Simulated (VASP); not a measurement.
Crystal: GaN.

```xyz
2
Lattice="0.0000 2.0874 2.0874 2.0874 0.0000 2.0874 2.0874 2.0874 0.0000" Properties=species:S:1:pos:R:3 pbc="T T T"
Ga    0.0000    0.0000    0.0000
N     2.0874    2.0874    2.0874
```

This cell differs from its parent crystal: strain -1.0%.

Base run:

```yaml
Program: VASP 6.6.1
Functional: r2SCAN
Potentials_or_basis: VASP PAW PBE potentials, release 64 (Ga_d, N)
Cutoff: 520 eV
k_mesh: 10 × 10 × 10
Occupations: gaussian, width 0.01 eV
Spin: no spin polarisation
```

Its results: band gap on the k mesh 1.38 eV, indirect (least direct gap 3.82 eV); pressure 9.3 GPa.

Q: The run is repeated on the same cell with these changes: functional from r2SCAN to PBE; occupations from gaussian, width 0.01 eV to fermi-dirac, width 0.02 eV. What comes out?

A: Band gap on the k mesh 0.86 eV, indirect (least direct gap 3.22 eV); pressure 17.1 GPa.

Caveats: the PAW data sets were made with another functional, which shifts forces and pressure a little (some runs).

A k mesh can miss the band edges.
